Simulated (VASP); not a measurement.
Crystal: NiO.

```
Ni O
1.0
     0.00000    2.08590    2.08590
     2.08590    0.00000    2.08590
     2.08590    2.08590    0.00000
Ni O
1 1
Direct
  0.00000 0.00000 0.00000
  0.50000 0.50000 0.50000
```

- Program: VASP 6.6.1
- Task: relaxation of cell and atoms
- Functional: BLYP
- Potentials or basis: VASP PAW PBE potentials, release 64 (Ni, O)
- Cutoff: 600 eV
- k mesh: 11 × 11 × 11
- Occupations: fermi-dirac, width 0.05 eV
- Spin: collinear spin, ferromagnetic start
- Starting moments: [1.0, 0.0] μB

At the start: pressure 12.7 GPa; volume 9.08 Å³/atom.

Task: Where does the relaxation end?

Result: Over 3 steps the energy falls by 26.3 meV/atom and the volume is 9.77 Å³/atom (+7.7 %); space group Fm-3m (No. 225, to 0.05 Å); moment 1.82 μB per cell.

The path:
```
step  energy change (eV)  largest force (eV/Å)  pressure (GPa)  volume (Å³)
   1              0.0000                0.0000           12.67        18.15
   2             -0.0452                0.0000           -4.11        20.10
   3             -0.0526                0.0000           -0.03        19.54
```

Final structure:
```cif
data_structure
_symmetry_space_group_name_H-M 'P 1'
_symmetry_Int_Tables_number 1
_cell_length_a 3.0235
_cell_length_b 3.0235
_cell_length_c 3.0235
_cell_angle_alpha 60.000
_cell_angle_beta 60.000
_cell_angle_gamma 60.000
_cell_volume 19.54
loop_
_atom_site_label
_atom_site_type_symbol
_atom_site_fract_x
_atom_site_fract_y
_atom_site_fract_z
_atom_site_occupancy
Ni1 Ni 0.00000 0.00000 0.00000 1
O1 O 0.50000 0.50000 0.50000 1
```

Caveat: the PAW data sets were made with another functional, which shifts forces and pressure a little; a cell with one magnetic atom can't hold antiferromagnetic order, which such compounds often take.
